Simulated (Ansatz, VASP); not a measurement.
LiTaO2: VASP beside Ansatz

INCAR

```
SYSTEM = LiTaO2
  PREC = Accurate
  ENCUT = 600
  EDIFF = 1E-7
  ISMEAR = 0
  SIGMA = 0.1
  LREAL = .FALSE.
  LASPH = .TRUE.
  NELM = 60
  ALGO = Normal
  ISIF = 3
  LWAVE = .FALSE.
  LCHARG = .FALSE.
  GGA = PE
  IBRION = 2
  NSW = 90
  EDIFFG = -0.04
```

File KPOINTS:

```
Automatic mesh
0
G
  6 6 6
  0 0 0
```

The input POSCAR:

```
LiTaO2
1.0
    1.9660896400     -3.7071260000      0.0000000000
    1.9660896400      3.7071260000      0.0000000000
    0.0000000000      0.0000000000      3.5847005100
Li Ta O
1 1 2
Direct
    0.0000000000      0.0000000000      0.0000000000
    0.5000000000      0.5000000000      0.0000000000
    0.7947657500      0.2052342500      0.0000000000
    0.2052342500      0.7947657500      0.0000000000
```

Input for Ansatz:

```yaml
crystal:
  lattice:
    - [1.96608964, -3.707126, 0.0]
    - [1.96608964, 3.707126, 0.0]
    - [0.0, 0.0, 3.58470051]
  atoms:
    - { symbol: Li, position: [0.0, 0.0, 0.0] }
    - { symbol: Ta, position: [0.5, 0.5, 0.0] }
    - { symbol: O, position: [0.79476575, 0.20523425, 0.0] }
    - { symbol: O, position: [0.20523425, 0.79476575, 0.0] }
basis:
  ecutwfc: 420
kpoints:
  mp_grid: { grid: [6, 6, 6] }
hamiltonian:
  xc: pbe
scf:
  occupations: { method: gaussian, width: 0.1 }
  lower_state_search: "off"
output:
  forces: true
  stress: true
  eigenvalues: true
relax:
  adjacent_minimum: "off"
  f_tol: 0.04
  max_steps: 70
  cell: { stress_tol: 0.4 }
```

Alike in both runs: task relaxation of cell and atoms; functional PBE; k mesh 6 × 6 × 6; occupations gaussian, width 0.1 eV; no spin polarisation.

|  | VASP | Ansatz |
| --- | --- | --- |
| version | VASP 6.6.1 | Ansatz 0.2.0 |
| potentials or method | VASP PAW PBE potentials, release 64 (Li_sv, Ta_pv, O), cutoff 600 eV | scalar-relativistic, plane waves, PAW |
| valence electrons in the cell | 26 | 28 |

```tsv
	VASP	Ansatz	Ansatz less VASP
gap on the k mesh at the Fermi level, each at its own relaxed structure (eV)	none	none	-
relaxed volume (Å³/atom)	14.73	21.47	+6.742
relaxed cell length with the largest relative difference (Å)	4.528	5.354	+0.8257
```

A gap of «none» marks a metal or a gap that the smearing closes. One of these differences is far larger than is usual between the two programs; its cause wasn't traced. VASP's potentials hold 26 valence electrons a cell and Ansatz's 28, so a difference there can come from the potentials and not from the codes.

Neither program's run includes spin-orbit coupling. Noted on VASP's run: the cutoff is short for stress, so the pressure is rough.
